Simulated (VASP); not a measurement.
# AlN (P6_3mc) in VASP: further runs

AlN is run at these levels: r2SCAN; tasks: single point.

Program: VASP 6.6.1. These are calculated values, not measurements. Logs are shortened: lines on timing, memory, paths and dates and some standing lists are left out, and cuts for length are marked.

## (1) The cell of the first run

Symmetry: P6_3mc, No. 186, hexagonal system. Conventional cell: a = 3.111 Å, b = 3.111 Å, c = 4.978 Å, α = 90.00°, β = 90.00°, γ = 120.00°. Within 2.1 Å of Al (site symmetry 3m) lie 4 N at 1.61 to 2.00 Å. N (site symmetry 3m) has 4 Al at 1.61 to 2.00 Å within 2.1 Å.

## (2) Single point, r2SCAN (mode 7 (591.5 1/cm) frozen in, largest displacement -0.200 Å)

File POSCAR:

```
AlN
1.0
    3.1110021516      0.0000000000      0.0000000000
   -1.5555010758      2.6942068945      0.0000000000
    0.0000000000      0.0000000000      4.9780000000
Al N
2 2
Direct
    0.3333333333      0.6666666667      0.0208570808
    0.6666666667      0.3333333333      0.5208570808
    0.3333333333      0.6666666667      0.3448232222
    0.6666666667      0.3333333333      0.8448232222
```

File INCAR.step1:

```
ALGO     = Normal         # electronic algorithm
EDIFF    = 1E-4           # SCF threshold, eV
ENCUT    = 520            # plane-wave cutoff, eV
GGA      = PE             # functional
ISMEAR   = 0              # smearing method
LASPH    = True           # aspherical terms in the spheres
LCHARG   = False          # write CHGCAR
LREAL    = False          # projectors in reciprocal space
LWAVE    = True           # write WAVECAR
NBANDS   = 16             # bands
NELM     = 60             # most SCF steps
PREC     = Accurate       # precision mode
SIGMA    = 0.05           # smearing width, eV
```

File INCAR.step2:

```
ALGO     = Normal         # electronic algorithm
EDIFF    = 1E-6           # SCF threshold, eV
ENCUT    = 520            # plane-wave cutoff, eV
ISIF     = 2              # what is computed and relaxed
ISMEAR   = 0              # smearing method
ISTART   = 1            
LASPH    = True           # aspherical terms in the spheres
LCHARG   = False          # write CHGCAR
LMIXTAU  = True         
LREAL    = False          # projectors in reciprocal space
LWAVE    = False          # write WAVECAR
METAGGA  = R2SCAN         # meta-GGA
NBANDS   = 16             # bands
NELM     = 60             # most SCF steps
PREC     = Accurate       # precision mode
SIGMA    = 0.05           # smearing width, eV
```

File KPOINTS:

```
k-points
0
Gamma
  12 12 6
```

Potentials or basis: VASP PAW PBE potentials, release 64 (Al, N).

Started as:

```console
cat potpaw_PBE.64/Al/POTCAR potpaw_PBE.64/N/POTCAR > POTCAR
cp INCAR.step1 INCAR
mpirun -np 1 vasp_std > vasp.out
cp INCAR.step2 INCAR
mpirun -np 1 vasp_std > vasp.out
```

OUTCAR:

```text
EDIFF = 1E-6
   ENCUT = 520
   ISIF = 2
   ISMEAR = 0
   ISTART = 1
   LASPH = True
   LREAL = False
   METAGGA = R2SCAN
   NELM = 60
   PREC = Accurate

 ion  position               nearest neighbor table
   1  0.333  0.667  0.021-   3 1.61   4 2.00   4 2.00   4 2.00   2 3.07   2 3.07   2 3.07   2 3.07
                             2 3.07   2 3.07
   2  0.667  0.333  0.521-   4 1.61   3 2.00   3 2.00   3 2.00   1 3.07   1 3.07   1 3.07   1 3.07
                             1 3.07   1 3.07
   3  0.333  0.667  0.345-   1 1.61   2 2.00   2 2.00   2 2.00
   4  0.667  0.333  0.845-   2 1.61   1 2.00   1 2.00   1 2.00

  LATTYP: Found a hexagonal cell.
 ALAT       =     3.1110021516
 C/A-ratio  =     1.6001274694

  Lattice vectors:

 A1 = (   3.1110021516,   0.0000000000,   0.0000000000)
 A2 = (  -1.5555010758,   2.6942068945,   0.0000000000)
 A3 = (   0.0000000000,   0.0000000000,   4.9780000000)

Analysis of symmetry for initial positions (statically):
=====================================================================
 Subroutine PRICEL returns:
 Original cell was already a primitive cell.

 Routine SETGRP: Setting up the symmetry group for a
 hexagonal supercell.

 Subroutine GETGRP returns: Found 12 space group operations
 (whereof  6 operations were pure point group operations)
 out of a pool of 24 trial point group operations.

The static configuration has the point symmetry C_3v.
 The point group associated with its full space group is C_6v.

Analysis of symmetry for dynamics (positions and initial velocities):
=====================================================================
 Subroutine PRICEL returns:
 Original cell was already a primitive cell.

 Routine SETGRP: Setting up the symmetry group for a
 hexagonal supercell.

 Subroutine GETGRP returns: Found 12 space group operations
 (whereof  6 operations were pure point group operations)
 out of a pool of 24 trial point group operations.

The dynamic configuration has the point symmetry C_3v.
 The point group associated with its full space group is C_6v.

 Subroutine INISYM returns: Found 12 space group operations
 (whereof  6 operations are pure point group operations),
 and found     1 'primitive' translations

----------------------------------------------------------------------------------------

                                     Primitive cell

  volume of cell :      41.7240

  direct lattice vectors                    reciprocal lattice vectors
     3.111002152  0.000000000  0.000000000     0.321439829  0.185583372  0.000000000
    -1.555501076  2.694206895  0.000000000     0.000000000  0.371166744  0.000000000
     0.000000000  0.000000000  4.978000000     0.000000000  0.000000000  0.200883889

  length of vectors
     3.111002152  3.111002152  4.978000000     0.371166744  0.371166744  0.200883889

  position of ions in fractional coordinates (direct lattice)
     0.333333333  0.666666667  0.020857081
     0.666666667  0.333333333  0.520857081
     0.333333333  0.666666667  0.344823222
     0.666666667  0.333333333  0.844823222

  ion indices of the primitive-cell ions
   primitive index   ion index
                 1           1
                 2           2
                 3           3
                 4           4

----------------------------------------------------------------------------------------

 KPOINTS: k-points

Automatic generation of k-mesh.
 Grid dimensions read from file:
 generate k-points for:   12   12    6

 Generating k-lattice:

  Cartesian coordinates                     Fractional coordinates (reciprocal lattice)
     0.026786652  0.015465281  0.000000000     0.083333333  0.000000000  0.000000000
     0.000000000  0.030930562  0.000000000     0.000000000  0.083333333  0.000000000
     0.000000000  0.000000000  0.033480648     0.000000000  0.000000000  0.166666667

  Length of vectors
     0.030930562  0.030930562  0.033480648

  Shift w.r.t. Gamma in fractional coordinates (k-lattice)
     0.000000000  0.000000000  0.000000000

 Subroutine IBZKPT returns following result:
 ===========================================

 Found     76 irreducible k-points:

 Following reciprocal coordinates:
            Coordinates               Weight
  0.000000  0.000000  0.000000      1.000000
  0.083333  0.000000  0.000000      6.000000
  0.166667 -0.000000  0.000000      6.000000
  0.250000 -0.000000  0.000000      6.000000
  0.333333 -0.000000  0.000000      6.000000
  0.416667 -0.000000  0.000000      6.000000
[... 16 lines left out ...]
  0.250000 -0.000000  0.166667     12.000000
  0.333333 -0.000000  0.166667     12.000000
 [... further k-points ...]
   k-points           NKPTS =     76   k-points in BZ     NKDIM =     76   number of bands    NBANDS=     16
   number of dos      NEDOS =    301   number of ions     NIONS =      4
   total plane-waves  NPLWV =  23040
   dimension x,y,z NGX =    24 NGY =   24 NGZ =   40
   dimension x,y,z NGXF=    48 NGYF=   48 NGZF=   80
   ions per type =               2   2
   NGX,Y,Z   is equivalent  to a cutoff of  12.83, 12.83, 13.36 a.u.
   NGXF,Y,Z  is equivalent  to a cutoff of  25.65, 25.65, 26.72 a.u.
 SYSTEM =  unknown system
   PREC   = accura    normal or accurate (medium, high low for compatibility)
   ISTART =      1    job   : 0-new  1-cont  2-samecut
   ICHARG =      0    charge: 1-file 2-atom 10-const
   ISPIN  =      1    spin polarized calculation?
   LNONCOLLINEAR =      F non collinear calculations
   LSORBIT =      F    spin-orbit coupling
   LASPH  =      T    aspherical Exc in radial PAW
   ENCUT  =  520.0 eV  38.22 Ry    6.18 a.u.   5.78  5.78  9.26*2*pi/ulx,y,z
   NELM   =     60;   NELMIN=  2; NELMDL=  0     # of ELM steps
   EDIFF  = 0.1E-05   stopping-criterion for ELM
   LREAL  =      F    real-space projection
   EDIFFG = 0.1E-04   stopping-criterion for IOM
   NSW    =      0    number of steps for IOM
   IBRION =     -1    ionic relax: 0-MD 1-quasi-New 2-CG
   NFREE  =      0    steps in history (QN), initial steepest desc. (CG)
   ISIF   =      2    stress and relaxation
   ISYM   =      2    0-nonsym 1-usesym 2-fastsym
   POTIM  = 0.5000    time-step for ionic-motion
   TEBEG  =    0.0;   TEEND  =   0.0 temperature during run
   PSTRESS=    0.0 pullay stress
   NELECT =      16.0000    total number of electrons
   NUPDOWN=      -1.0000    fix difference up-down
   EMIN   =  10.00;   EMAX   =-10.00  energy-range for DOS
   EFERMI =   0.00;   METHOD = LEGACY
   ISMEAR =     0;   SIGMA  =   0.05  broadening in eV -4-tet -1-fermi 0-gaus
   EFERMI_NEDOS =   21; number of points for ismear=-14 and -15
   IALGO  =     38    algorithm
   IMIX   =      4    mixing-type and parameters
     AMIX     =   0.40;   BMIX     =  1.00
     AMIX_MAG =   1.60;   BMIX_MAG =  1.00
  volume/ion in A,a.u.               =      10.43        70.39
  Fermi-wavevector in a.u.,A,eV,Ry     =   1.189377  2.247596 19.247033  1.414617
  Thomas-Fermi vector in A             =   2.325485
   LORBIT       =      0    0 simple, 1 ext, 2 COOP (PROOUT), +10 PAW based schemes
   METAGGA = R2SCAN    functional components
   LHFCALC =     F    Hartree Fock is set to
   AEXX    =    0.0000 exact exchange contribution
   IVDW    =     0    specifies the selected vdW correction
   LEPSILON=     F    determine dielectric tensor
   LRPA    =     F    only Hartree local field effects (RPA)
 non-spin polarized calculation
 Gauss-broadening in eV      SIGMA  =   0.05
  energy-cutoff  :      520.00
  volume of cell :       41.72
 maximum number of plane-waves:      1152
 NGX is ok and might be reduce to    24
   NGX = 11   NGY = 11   NGZ = 19

 number of electron      15.9999997 magnetization

 Free energy of the ion-electron system (eV)
  ---------------------------------------------------
  ext. energy  EPLUGINS =         0.00000000
  ---------------------------------------------------
  free energy    TOTEN  =       -36.59841205 eV

  energy without entropy =      -36.59841205  energy(sigma->0) =      -36.59841205

 E-fermi :   6.2041     XC(G=0): -11.3796

 val. band max:        5.9533200772   @ k =   0.0000   0.0000   0.0000
 cond. band min:      10.5763439389   @ k =   0.0000   0.0000   0.0000
 fundamental gap:      4.6230238617
 Fermi energy:         6.2040650880

 k-point     1 :       0.0000    0.0000    0.0000
  band No.  band energies     occupation
      1     -10.1104      2.00000
      2      -8.0003      2.00000
      3      -0.3870      2.00000
      4       4.9589      2.00000
      5       5.3305      2.00000
      6       5.3305      2.00000
[... 8 lines left out ...]
     15      20.5275      0.00000
     16      20.5275      0.00000

 k-point     2 :       0.0833    0.0000    0.0000
  band No.  band energies     occupation
      1     -10.0231      2.00000
      2      -7.9539      2.00000
      3      -0.2808      2.00000
      4       4.8017      2.00000
      5       4.9471      2.00000
      6       5.1998      2.00000
[... 8 lines left out ...]
     15      20.0163      0.00000
     16      20.4060      0.00000

 k-point     3 :       0.1667   -0.0000    0.0000
  band No.  band energies     occupation
      1      -9.7694      2.00000
      2      -7.8278      2.00000
      3       0.0311      2.00000
      4       3.7784      2.00000
      5       4.4097      2.00000
      6       4.8980      2.00000
[... 8 lines left out ...]
     15      19.3715      0.00000
     16      19.5682      0.00000
[... 362 lines left out ...]
 k-point    23 :       0.2500   -0.0000    0.1667
  band No.  band energies     occupation
      1      -9.2833      2.00000
      2      -7.8083      2.00000
      3       0.6794      2.00000
      4       2.6357      2.00000
      5       3.3124      2.00000
      6       4.6228      2.00000
[... 8 lines left out ...]
     15      19.2870      0.00000
     16      20.3453      0.00000

 k-point    24 :       0.3333   -0.0000    0.1667
  band No.  band energies     occupation
      1      -8.8191      2.00000
      2      -7.6347      2.00000
      3       0.8772      2.00000
      4       1.8519      2.00000
      5       2.5708      2.00000
      6       4.3328      2.00000
[... 8 lines left out ...]
     15      19.4884      0.00000
     16      21.3797      0.00000

 [... further k-points ...]

------------------------ aborting loop because EDIFF is reached ----------------------------------------

  FORCE on cell =-STRESS in cart. coord.  units (eV):
  Direction    XX          YY          ZZ          XY          YZ          ZX
  --------------------------------------------------------------------------------------
  -------------------------------------------------------------------------------------
  Total       -2.6612263     -2.6612263     17.3548335      0.0000000      0.0000000      0.0000000
  in kB     -102.1894944   -102.1894944    666.4151886      0.0000000      0.0000000      0.0000000
  external PRESSURE =     154.0120666 kB  Pullay stress =       0.0000000 kB

 VOLUME and BASIS-vectors are now :
 -----------------------------------------------------------------------------
  energy-cutoff  :      520.00
  volume of cell :       41.72
      direct lattice vectors                 reciprocal lattice vectors
     3.111002152  0.000000000  0.000000000     0.321439829  0.185583372  0.000000000
    -1.555501076  2.694206895  0.000000000     0.000000000  0.371166744  0.000000000
     0.000000000  0.000000000  4.978000000     0.000000000  0.000000000  0.200883889

 POSITION                                       TOTAL-FORCE (eV/Angst)
 -----------------------------------------------------------------------------------
     -0.00000      1.79614      0.10383         0.000000     -0.000000     -8.190216
      1.55550      0.89807      2.59283        -0.000000      0.000000     -8.190216
     -0.00000      1.79614      1.71653         0.000000     -0.000000      8.190216
      1.55550      0.89807      4.20553         0.000000      0.000000      8.190216
 -----------------------------------------------------------------------------------
    total drift:                                0.000000      0.000000      0.000175

  FREE ENERGIE OF THE ION-ELECTRON SYSTEM (eV)
  ---------------------------------------------------
  free  energy   TOTEN  =       -36.5984120452 eV

  energy  without entropy=      -36.5984120452  energy(sigma->0) =      -36.59841205
```

Wall time 2.7 min (1 thread of Intel Xeon 6975P-C, shared host); peak memory 0.19 GiB.

What came out:

```
Free energy            : -36.5984 eV
Pressure               : 15.4 GPa
Largest force          : 8.190 eV/Å
Band gap on the k mesh : 4.62 eV, direct
```

Forces in eV/Å, atoms in the order of the input:
```
Al   0.000  0.000 -8.190
Al   0.000  0.000 -8.190
N    0.000  0.000  8.190
N    0.000  0.000  8.190
```

Levels at points of the mesh, in eV from the valence-band top:
| k point | band 4 | band 5 | band 6 | band 7 | band 8 | band 9 | band 10 | band 11 | band 12 | band 13 |
| --- | --- | --- | --- | --- | --- | --- | --- | --- | --- | --- |
| (0.00, 0.00, 0.00) | -0.99 | -0.62 | -0.62 | 0.00 | 0.00 | 4.62 | 7.18 | 10.53 | 12.06 | 12.06 |
| (0.50, 0.00, 0.00) | -4.11 | -3.73 | -2.33 | -1.96 | -0.52 | 5.84 | 6.29 | 8.82 | 11.24 | 11.40 |
| (0.00, 0.00, 0.50) | -3.86 | -0.32 | -0.32 | -0.32 | -0.32 | 6.63 | 6.63 | 11.08 | 11.08 | 12.32 |
| (0.50, 0.00, 0.50) | -5.66 | -1.83 | -1.83 | -1.32 | -1.32 | 5.66 | 5.66 | 10.35 | 10.35 | 12.56 |

Caveat: the cell differs from its parent crystal (mode 7 (591.5 1/cm) frozen in, largest displacement -0.200 Å); the PAW data sets were made with another functional, which shifts forces and pressure a little. A k mesh can miss the band edges.

## (3) Single point, r2SCAN (mode 7 (591.5 1/cm) frozen in, largest displacement +0.150 Å)

File POSCAR:

```
AlN
1.0
    3.1110021516      0.0000000000      0.0000000000
   -1.5555010758      2.6942068945      0.0000000000
    0.0000000000      0.0000000000      4.9780000000
Al N
2 2
Direct
    0.3333333333      0.6666666667     -0.0156428106
    0.6666666667      0.3333333333      0.4843571894
    0.3333333333      0.6666666667      0.4151325834
    0.6666666667      0.3333333333      0.9151325834
```

File INCAR.step1:

```
PREC = Accurate
ENCUT = 520
ISMEAR = 0
SIGMA = 0.05
LREAL = F
LASPH = T
NELM = 80
NBANDS = 16
GGA = PE
ALGO = Normal
EDIFF = 1E-4
LWAVE = T
LCHARG = F
```

File INCAR.step2:

```
PREC = Accurate
ENCUT = 520
EDIFF = 1E-6
ISMEAR = 0
SIGMA = 0.05
LREAL = F
LASPH = T
NELM = 80
ALGO = Normal
ISIF = 2
LWAVE = F
LCHARG = F
METAGGA = R2SCAN
LMIXTAU = T
NBANDS = 16
ISTART = 1
```

File KPOINTS:

```
Automatic mesh
0
Gamma
  12 12 6
```

Potentials or basis: VASP PAW PBE potentials, release 64 (Al, N).

Started as:

```console
cat potpaw_PBE.64/Al/POTCAR potpaw_PBE.64/N/POTCAR > POTCAR
cp INCAR.step1 INCAR
mpirun -np 1 vasp_std > vasp.out
cp INCAR.step2 INCAR
mpirun -np 1 vasp_std > vasp.out
```

Run time: 2.5 min. Hardware: 1 thread of Intel Xeon 6975P-C, shared host; peak memory 0.19 GiB.

Results (log left out):

```yaml
Free_energy: -37.9764 eV
Pressure: 2.5 GPa
Largest_force: 1.446 eV/Å
Band_gap_on_the_k_mesh: 4.06 eV, direct
```

Forces in eV/Å, atoms in the order of the input:
```
Al   0.000  0.000  1.446
Al   0.000  0.000  1.446
N    0.000  0.000 -1.446
N    0.000  0.000 -1.446
```

Stress tensor (GPa, compression positive):
```
  9.44   0.00   0.00
  0.00   9.44   0.00
  0.00   0.00 -11.39
```

Levels at points of the mesh, in eV from the valence-band top:
```tsv
k point	band 5	band 6	band 7	band 8	band 9	band 10	band 11	band 12
(0.00, 0.00, 0.00)	-1.99	-1.33	-1.33	0.00	4.06	6.90	11.19	11.19
(0.50, 0.00, 0.00)	-3.83	-3.14	-2.06	-1.74	5.98	6.14	7.91	10.34
(0.00, 0.00, 0.50)	-1.67	-1.67	-1.67	-1.67	6.73	6.73	10.54	10.54
(0.50, 0.00, 0.50)	-2.51	-2.51	-1.80	-1.80	5.42	5.42	8.93	8.93
```

Caveat: the cell differs from its parent crystal (mode 7 (591.5 1/cm) frozen in, largest displacement +0.150 Å); the PAW data sets were made with another functional, which shifts forces and pressure a little. A k mesh can miss the band edges.

## (4) Single point, r2SCAN (mode 7 (591.5 1/cm) frozen in, largest displacement -0.100 Å)

File POSCAR:

```
AlN
1.0
    3.1110021516      0.0000000000      0.0000000000
   -1.5555010758      2.6942068945      0.0000000000
    0.0000000000      0.0000000000      4.9780000000
Al N
2 2
Direct
    0.3333333333      0.6666666667      0.0104285404
    0.6666666667      0.3333333333      0.5104285404
    0.3333333333      0.6666666667      0.3649116111
    0.6666666667      0.3333333333      0.8649116111
```

INCAR.step1: that of step 3 with these lines changed.

```diff
@@ -6,3 +6,3 @@
 LASPH = T
-NELM = 80
+NELM = 100
 NBANDS = 16
```

File INCAR.step2:

```
PREC = Accurate
ENCUT = 520
EDIFF = 1E-6
ISMEAR = 0
SIGMA = 0.05
LREAL = F
LASPH = T
NELM = 100
ALGO = Normal
ISIF = 2
LWAVE = F
LCHARG = T
METAGGA = R2SCAN
LMIXTAU = T
LELF = T
LVHAR = T
NBANDS = 16
ISTART = 1
```

KPOINTS is that of step 3.

Started as:

```console
cat potpaw_PBE.64/Al/POTCAR potpaw_PBE.64/N/POTCAR > POTCAR
cp INCAR.step1 INCAR
mpirun -np 1 vasp_std > vasp.out
cp INCAR.step2 INCAR
mpirun -np 1 vasp_std > vasp.out
```

It took 2.4 min on 1 thread of Intel Xeon 6975P-C, shared host; peak memory 0.19 GiB.

It converged, with:

```yaml
Free_energy: -38.1424 eV
Pressure: 2.2 GPa
Largest_force: 2.587 eV/Å
Band_gap_on_the_k_mesh: 4.88 eV, direct
```

Forces in eV/Å, atoms in the order of the input:
```
Al   0.000  0.000 -2.587
Al   0.000  0.000 -2.587
N    0.000  0.000  2.587
N    0.000  0.000  2.587
```

Stress tensor (GPa, compression positive):
```
-6.23  0.00  0.00
 0.00 -6.23  0.00
 0.00  0.00 19.10
```

Levels at points of the mesh, in eV from the valence-band top:
| k point | band 6 | band 7 | band 8 | band 9 | band 10 | band 11 |
| --- | --- | --- | --- | --- | --- | --- |
| (0.00, 0.00, 0.00) | -0.40 | 0.00 | 0.00 | 4.88 | 7.44 | 11.23 |
| (0.50, 0.00, 0.00) | -1.99 | -1.96 | -0.51 | 6.26 | 6.50 | 9.07 |
| (0.00, 0.00, 0.50) | -0.34 | -0.34 | -0.34 | 7.05 | 7.05 | 11.29 |
| (0.50, 0.00, 0.50) | -1.54 | -1.31 | -1.31 | 5.93 | 5.93 | 10.36 |

Caveat: the cell differs from its parent crystal (mode 7 (591.5 1/cm) frozen in, largest displacement -0.100 Å); the PAW data sets were made with another functional, which shifts forces and pressure a little. A k mesh can miss the band edges.
